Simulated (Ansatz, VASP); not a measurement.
## Two plane-wave programs on SiNi

```
CELL_PARAMETERS angstrom
3.25831 0.00000 0.00000
0.00000 4.70939 0.00000
0.00000 0.00000 24.16585
ATOMIC_POSITIONS crystal
Si 0.00000 0.84318 0.31036
Si 0.50000 0.15682 0.37357
Si 0.00000 0.84318 0.43679
Si 0.50000 0.15682 0.50000
Si 0.00000 0.84318 0.56321
Si 0.50000 0.15682 0.62643
Si 0.00000 0.84318 0.68964
Ni 0.00000 0.34231 0.31036
Ni 0.50000 0.65769 0.37357
Ni 0.00000 0.34231 0.43679
Ni 0.50000 0.65769 0.50000
Ni 0.00000 0.34231 0.56321
Ni 0.50000 0.65769 0.62643
Ni 0.00000 0.34231 0.68964
```

Alike in both runs: task single point; functional PBE; k mesh 11 × 8 × 1; occupations gaussian, width 0.1 eV; no spin polarisation.

```csv
,VASP,Ansatz
version,VASP 6.6.1,Ansatz 0.2.0
potentials or method,"VASP PAW PBE potentials, release 64 (Si, Ni), cutoff 520 eV","scalar-relativistic, plane waves, PAW"
valence electrons in the cell,98,154
```

|  | VASP | Ansatz | Ansatz less VASP |
| --- | --- | --- | --- |
| gap on the k mesh at the Fermi level (eV) | none | none | - |
| rms of the force components (eV/Å) | 0.316 | 0.321 | +0.0048 |

A gap of «none» marks a metal or a gap that the smearing closes. VASP's potentials hold 98 valence electrons a cell and Ansatz's 154, so a difference there can come from the potentials and not from the codes.
